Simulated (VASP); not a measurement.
# SiNi3 (Pm-3m) in VASP: a series of runs, part 2 of 2

VASP 6.6.1. The steps go on from the part before.

## (3) Relaxation of cell and atoms, r2SCAN

POSCAR reads:

```
SiNi3
1.0
    3.4651445263      0.0000000000      0.0000000000
    0.0000000000      3.4651445263      0.0000000000
    0.0000000000      0.0000000000      3.4651445263
Si Ni
1 3
Direct
    0.0000000000      0.0000000000      0.0000000000
    0.0000000000      0.5000000000      0.5000000000
    0.5000000000      0.0000000000      0.5000000000
    0.5000000000      0.5000000000      0.0000000000
```

INCAR.step1 reads:

```
  PREC = Accurate
  ENCUT = 600
  ISMEAR = 0
  SIGMA = 0.1
  LREAL = F
  LASPH = T
  NELM = 100
  GGA = PE
  ALGO = Normal
  EDIFF = 1E-4
  LWAVE = T
  LCHARG = F
```

INCAR.step2 reads:

```
  PREC = Accurate
  ENCUT = 600
  EDIFF = 1E-6
  ISMEAR = 0
  SIGMA = 0.1
  LREAL = F
  LASPH = T
  NELM = 100
  ALGO = Normal
  ISIF = 3
  LWAVE = F
  LCHARG = F
  METAGGA = R2SCAN
  LMIXTAU = T
  IBRION = 2
  NSW = 100
  EDIFFG = -0.005
  ISTART = 1
```

KPOINTS reads:

```
Automatic mesh
0
Gamma
  12 12 12
```

Potentials or basis: VASP PAW PBE potentials, release 64 (Si, Ni).

Command:

```
cat potpaw_PBE.64/Si/POTCAR potpaw_PBE.64/Ni/POTCAR > POTCAR
cp INCAR.step1 INCAR
mpirun -np 1 vasp_std > vasp.out
cp INCAR.step2 INCAR
mpirun -np 1 vasp_std > vasp.out
```

OUTCAR:

```text
PREC = Accurate
   ENCUT = 600
   EDIFF = 1E-6
   ISMEAR = 0
   LREAL = F
   LASPH = T
   NELM = 100
   ISIF = 3
   METAGGA = R2SCAN
   IBRION = 2
   NSW = 100
   EDIFFG = -0.005
   ISTART = 1

 ion  position               nearest neighbor table
   1  0.000  0.000  0.000-   2 2.45   3 2.45   4 2.45   2 2.45   3 2.45   2 2.45   4 2.45   2 2.45
                             3 2.45   4 2.45   3 2.45   4 2.45
   2  0.000  0.500  0.500-   1 2.45   3 2.45   4 2.45   1 2.45   4 2.45   1 2.45   3 2.45   1 2.45
                             3 2.45   4 2.45   4 2.45   3 2.45
   3  0.500  0.000  0.500-   1 2.45   2 2.45   4 2.45   1 2.45   4 2.45   2 2.45   4 2.45   4 2.45
                             1 2.45   2 2.45   1 2.45   2 2.45
   4  0.500  0.500  0.000-   1 2.45   2 2.45   3 2.45   2 2.45   3 2.45   1 2.45   3 2.45   3 2.45
                             1 2.45   2 2.45   2 2.45   1 2.45

  LATTYP: Found a simple cubic cell.
 ALAT       =     3.4651445263

  Lattice vectors:

 A1 = (   3.4651445263,   0.0000000000,   0.0000000000)
 A2 = (   0.0000000000,   3.4651445263,   0.0000000000)
 A3 = (   0.0000000000,   0.0000000000,   3.4651445263)

Analysis of symmetry for initial positions (statically):
=====================================================================
 Subroutine PRICEL returns:
 Original cell was already a primitive cell.

 Routine SETGRP: Setting up the symmetry group for a
 simple cubic supercell.

 Subroutine GETGRP returns: Found 48 space group operations
 (whereof 48 operations were pure point group operations)
 out of a pool of 48 trial point group operations.

The static configuration has the point symmetry O_h .

Analysis of symmetry for dynamics (positions and initial velocities):
=====================================================================
 Subroutine PRICEL returns:
 Original cell was already a primitive cell.

 Routine SETGRP: Setting up the symmetry group for a
 simple cubic supercell.

 Subroutine GETGRP returns: Found 48 space group operations
 (whereof 48 operations were pure point group operations)
 out of a pool of 48 trial point group operations.

The dynamic configuration has the point symmetry O_h .

 Subroutine INISYM returns: Found 48 space group operations
 (whereof 48 operations are pure point group operations),
 and found     1 'primitive' translations

----------------------------------------------------------------------------------------

                                     Primitive cell

  volume of cell :      41.6068

  direct lattice vectors                    reciprocal lattice vectors
     3.465144526  0.000000000  0.000000000     0.288588251  0.000000000  0.000000000
     0.000000000  3.465144526  0.000000000     0.000000000  0.288588251  0.000000000
     0.000000000  0.000000000  3.465144526     0.000000000  0.000000000  0.288588251

  length of vectors
     3.465144526  3.465144526  3.465144526     0.288588251  0.288588251  0.288588251

  position of ions in fractional coordinates (direct lattice)
[... 113 lines left out ...]
   LRPA    =     F    only Hartree local field effects (RPA)
 conjugate gradient relaxation of ions
 non-spin polarized calculation
 Gauss-broadening in eV      SIGMA  =   0.10
  energy-cutoff  :      600.00
  volume of cell :       41.61
 maximum number of plane-waves:      1409
 NGX is ok and might be reduce to    28
   NGX = 13   NGY = 13   NGZ = 13

--------------------------------------- Ionic step        1  -------------------------------------------

 number of electron      33.9999971 magnetization

 Free energy of the ion-electron system (eV)
  ---------------------------------------------------
  ext. energy  EPLUGINS =         0.00000000
  ---------------------------------------------------
  free energy    TOTEN  =       -46.38033474 eV

  energy without entropy =      -46.36983451  energy(sigma->0) =      -46.37508463

------------------------ aborting loop because EDIFF is reached ----------------------------------------

  FORCE on cell =-STRESS in cart. coord.  units (eV):
  Direction    XX          YY          ZZ          XY          YZ          ZX
  --------------------------------------------------------------------------------------
  -------------------------------------------------------------------------------------
  Total        0.0253772      0.0253772      0.0253772     -0.0000000     -0.0000000      0.0000000
  in kB        0.9772164      0.9772164      0.9772164     -0.0000000     -0.0000000      0.0000000
  external PRESSURE =       0.9772164 kB  Pullay stress =       0.0000000 kB

 VOLUME and BASIS-vectors are now :
 -----------------------------------------------------------------------------
  energy-cutoff  :      600.00
  volume of cell :       41.61
      direct lattice vectors                 reciprocal lattice vectors
     3.465144526  0.000000000  0.000000000     0.288588251  0.000000000  0.000000000
     0.000000000  3.465144526  0.000000000     0.000000000  0.288588251  0.000000000
     0.000000000  0.000000000  3.465144526     0.000000000  0.000000000  0.288588251

 POSITION                                       TOTAL-FORCE (eV/Angst)
 -----------------------------------------------------------------------------------
      0.00000      0.00000      0.00000         0.000000      0.000000      0.000000
      0.00000      1.73257      1.73257         0.000000      0.000000      0.000000
      1.73257      0.00000      1.73257         0.000000      0.000000      0.000000
      1.73257      1.73257      0.00000         0.000000      0.000000      0.000000
 -----------------------------------------------------------------------------------
    total drift:                                0.000000      0.000000      0.000000

  FREE ENERGIE OF THE ION-ELECTRON SYSTEM (eV)
  ---------------------------------------------------
  free  energy   TOTEN  =       -46.3803347415 eV

  energy  without entropy=      -46.3698345134  energy(sigma->0) =      -46.37508463

--------------------------------------- Ionic step        2  -------------------------------------------

 number of electron      33.9999971 magnetization

 Free energy of the ion-electron system (eV)
  ---------------------------------------------------
  ext. energy  EPLUGINS =         0.00000000
  ---------------------------------------------------
  free energy    TOTEN  =       -46.38032486 eV

  energy without entropy =      -46.36982088  energy(sigma->0) =      -46.37507287

 E-fermi :  11.0036     XC(G=0): -14.4049

 val. band max:       10.9812238132   @ k =   0.0833   0.0833   0.0833
 cond. band min:      11.0053499741   @ k =   0.0833   0.0833   0.0000
 fundamental gap:      0.0241261609
 Fermi energy:        11.0036320487

 k-point     1 :       0.0000    0.0000    0.0000
  band No.  band energies     occupation
      1      -1.7778      2.00000
      2       5.6989      2.00000
      3       6.5830      2.00000
      4       6.5830      2.00000
      5       7.1671      2.00000
      6       7.1671      2.00000
[... 565 lines left out ...]
     20      15.7778      0.00000
     21      17.6892      0.00000

 [... further k-points ...]
[... 5 lines left out ...]
  --------------------------------------------------------------------------------------
  -------------------------------------------------------------------------------------
  Total        0.0071443      0.0071443      0.0071443     -0.0000000     -0.0000000      0.0000000
  in kB        0.2748563      0.2748563      0.2748563     -0.0000000     -0.0000000      0.0000000
  external PRESSURE =       0.2748563 kB  Pullay stress =       0.0000000 kB

 VOLUME and BASIS-vectors are now :
 -----------------------------------------------------------------------------
  energy-cutoff  :      600.00
  volume of cell :       41.64
      direct lattice vectors                 reciprocal lattice vectors
     3.466205090 -0.000000000  0.000000000     0.288499951  0.000000000 -0.000000000
    -0.000000000  3.466205090  0.000000000     0.000000000  0.288499951  0.000000000
     0.000000000 -0.000000000  3.466205090    -0.000000000 -0.000000000  0.288499951

 POSITION                                       TOTAL-FORCE (eV/Angst)
 -----------------------------------------------------------------------------------
      0.00000      0.00000      0.00000         0.000000      0.000000      0.000000
      0.00000      1.73310      1.73310        -0.000000     -0.000000      0.000000
      1.73310     -0.00000      1.73310         0.000000     -0.000000      0.000000
      1.73310      1.73310      0.00000         0.000000      0.000000      0.000000
 -----------------------------------------------------------------------------------
    total drift:                                0.000000      0.000000      0.000000

  FREE ENERGIE OF THE ION-ELECTRON SYSTEM (eV)
  ---------------------------------------------------
  free  energy   TOTEN  =       -46.3803248551 eV

  energy  without entropy=      -46.3698208829  energy(sigma->0) =      -46.37507287

 reached required accuracy - stopping structural energy minimisation
```

Run time: 4.6 min. Hardware: 1 thread of Intel Xeon Platinum 8488C (Sapphire Rapids), shared host; peak memory 0.22 GiB.

Results:

| Property | Result |
| --- | --- |
| Free energy | -46.3803 eV |
| Relaxed volume | 10.41 Å³/atom |
| Relaxed cell | a = 3.466 Å, b = 3.466 Å, c = 3.466 Å, α = 90.00°, β = 90.00°, γ = 90.00° |
| Space group after relaxing (to 0.05 Å) | Pm-3m (No. 221) |
| Energy gained by relaxing | 0.0 meV/atom |
| Ionic steps | 2 |
| Pressure after relaxing | 0.0 GPa |
| Band gap on the k mesh | zero (band 17 reaches 11.05 eV, above the bottom of band 18 at 10.77 eV) |

Final structure:
```cif
data_structure
_symmetry_space_group_name_H-M 'P 1'
_symmetry_Int_Tables_number 1
_cell_length_a 3.4662
_cell_length_b 3.4662
_cell_length_c 3.4662
_cell_angle_alpha 90.000
_cell_angle_beta 90.000
_cell_angle_gamma 90.000
_cell_volume 41.64
loop_
_atom_site_label
_atom_site_type_symbol
_atom_site_fract_x
_atom_site_fract_y
_atom_site_fract_z
_atom_site_occupancy
Si1 Si 0.00000 0.00000 0.00000 1
Ni1 Ni 0.00000 0.50000 0.50000 1
Ni2 Ni 0.50000 0.00000 0.50000 1
Ni3 Ni 0.50000 0.50000 0.00000 1
```

Caveat: the PAW data sets were made with another functional, which shifts forces and pressure a little.

## (4) Single point, r2SCAN

POSCAR reads:

```
SiNi3
1.0
    3.4651445315      0.0000000000      0.0000000000
    0.0000000000      3.4651445315      0.0000000000
    0.0000000000      0.0000000000      3.4651445315
Si Ni
1 3
Direct
    0.0000000000      0.0000000000      0.0000000000
    0.0000000000      0.5000000000      0.5000000000
    0.5000000000      0.0000000000      0.5000000000
    0.5000000000      0.5000000000      0.0000000000
```

INCAR.step1 reads:

```
SYSTEM = SiNi3
PREC = Accurate
ENCUT = 520
ISMEAR = 0
SIGMA = 0.1
LREAL = .FALSE.
LASPH = .TRUE.
NELM = 80
NBANDS = 25
GGA = PE
ALGO = Normal
EDIFF = 1E-4
LWAVE = .TRUE.
LCHARG = .FALSE.
```

INCAR.step2 reads:

```
SYSTEM = SiNi3
PREC = Accurate
ENCUT = 520
EDIFF = 1E-6
ISMEAR = 0
SIGMA = 0.1
LREAL = .FALSE.
LASPH = .TRUE.
NELM = 80
ALGO = Normal
ISIF = 2
LWAVE = .FALSE.
LCHARG = .FALSE.
METAGGA = R2SCAN
LMIXTAU = .TRUE.
NBANDS = 25
ISTART = 1
```

KPOINTS reads:

```
Automatic mesh
0
G
  6 6 6
  0 0 0
```

Command:

```
cat potpaw_PBE.64/Si/POTCAR potpaw_PBE.64/Ni/POTCAR > POTCAR
cp INCAR.step1 INCAR
mpirun -np 1 vasp_std > vasp.out
cp INCAR.step2 INCAR
mpirun -np 1 vasp_std > vasp.out
```

It took 95 s on 1 thread of Intel Xeon Platinum 8488C (Sapphire Rapids), shared host; peak memory 0.17 GiB.

The run converged. Its results:

```yaml
Free_energy: -46.3762 eV
Pressure: 0.3 GPa
Band_gap_on_the_k_mesh: zero (band 17 reaches 11.07 eV, above the bottom of band 18 at 10.79 eV)
```

Levels at points of the mesh, in eV from the Fermi level:
| k point | band 14 | band 15 | band 16 | band 17 | band 18 | band 19 | band 20 | band 21 |
| --- | --- | --- | --- | --- | --- | --- | --- | --- |
| (0.00, 0.00, 0.00) | -0.77 | -0.77 | -0.38 | 0.03 | 0.03 | 0.03 | 5.60 | 6.71 |
| (0.50, 0.00, 0.00) | -1.42 | -1.29 | -0.70 | 0.03 | 3.90 | 3.90 | 5.56 | 5.56 |
| (0.50, 0.50, 0.00) | -1.62 | -1.23 | -1.12 | -1.02 | 0.67 | 0.67 | 6.07 | 6.98 |
| (0.50, 0.50, 0.50) | -1.38 | -1.38 | -0.53 | -0.24 | -0.24 | -0.24 | 1.51 | 4.36 |

Caveat: the PAW data sets were made with another functional, which shifts forces and pressure a little. Spin polarisation is off, so any magnetic state and its effect on volume and gap are missing.

## (5) Single point, r2SCAN (volume scaled by 0.94)

POSCAR reads:

```
SiNi3
1.0
    3.3937835553      0.0000000000      0.0000000000
    0.0000000000      3.3937835553      0.0000000000
    0.0000000000      0.0000000000      3.3937835553
Si Ni
1 3
Direct
    0.0000000000      0.0000000000      0.0000000000
    0.0000000000      0.5000000000      0.5000000000
    0.5000000000      0.0000000000      0.5000000000
    0.5000000000      0.5000000000      0.0000000000
```

INCAR.step1 reads:

```
  ALGO = Normal
  EDIFF = 1E-4
  ENCUT = 520
  GGA = PE
  ISMEAR = 0
  LASPH = True
  LCHARG = False
  LREAL = False
  LWAVE = True
  NBANDS = 25
  NELM = 60
  PREC = Accurate
  SIGMA = 0.1
```

INCAR.step2 reads:

```
  ALGO = Normal
  EDIFF = 1E-6
  ENCUT = 520
  ISIF = 2
  ISMEAR = 0
  ISTART = 1
  LASPH = True
  LCHARG = True
  LELF = True
  LMIXTAU = True
  LREAL = False
  LVHAR = True
  LWAVE = False
  METAGGA = R2SCAN
  NBANDS = 25
  NELM = 60
  PREC = Accurate
  SIGMA = 0.1
```

KPOINTS reads:

```
k-points
0
Gamma
  12 12 12
```

Command:

```
cat potpaw_PBE.64/Si/POTCAR potpaw_PBE.64/Ni/POTCAR > POTCAR
cp INCAR.step1 INCAR
mpirun -np 1 vasp_std > vasp.out
cp INCAR.step2 INCAR
mpirun -np 1 vasp_std > vasp.out
```

It took 4.5 min on 1 thread of Intel Xeon Platinum 8488C (Sapphire Rapids), shared host; peak memory 0.21 GiB.

It converged, with:

- Free energy: -46.2477 eV
- Pressure: 17.4 GPa
- Band gap on the k mesh: zero (band 17 reaches 12.07 eV, above the bottom of band 18 at 11.77 eV)

Levels at points of the mesh, in eV from the Fermi level:
```tsv
k point	band 14	band 15	band 16	band 17	band 18	band 19	band 20	band 21
(0.00, 0.00, 0.00)	-0.83	-0.83	-0.39	0.05	0.05	0.05	6.25	7.02
(0.50, 0.00, 0.00)	-1.55	-1.40	-0.74	0.05	4.18	4.18	5.74	5.74
(0.50, 0.50, 0.00)	-1.76	-1.33	-1.22	-1.10	0.75	0.75	6.52	7.32
(0.50, 0.50, 0.50)	-1.50	-1.50	-0.65	-0.25	-0.25	-0.25	1.84	4.67
```

Caveat: the cell differs from its parent crystal (volume scaled by 0.94); the PAW data sets were made with another functional, which shifts forces and pressure a little. Spin polarisation is off, so any magnetic state and its effect on volume and gap are missing.

## (6) The runs side by side

| task | cell | k mesh | cutoff (eV) | gap on the mesh (eV) | pressure (GPa) |
| --- | --- | --- | --- | --- | --- |
| single point | a = 3.465 Å, 4 atoms | 12 × 12 × 12 | 520 | none | 0.4 |
| relaxation of cell and atoms | relaxed from a = 3.465 Å, 4 atoms | 12 × 12 × 12 | 600 | none | 0.0 |
| single point | a = 3.465 Å, 4 atoms | 6 × 6 × 6 | 520 | none | 0.3 |
| single point | a = 3.394 Å, 4 atoms | 12 × 12 × 12 | 520 | none | 17.4 |

Alike in all rows: level r2SCAN; potentials or basis VASP PAW PBE potentials, release 64 (Si, Ni); no spin polarisation; smearing gaussian 0.1 eV.

Caveats: the PAW data sets were made with another functional, which shifts forces and pressure a little.

Absolute energies hang on the potentials; compare differences alone.
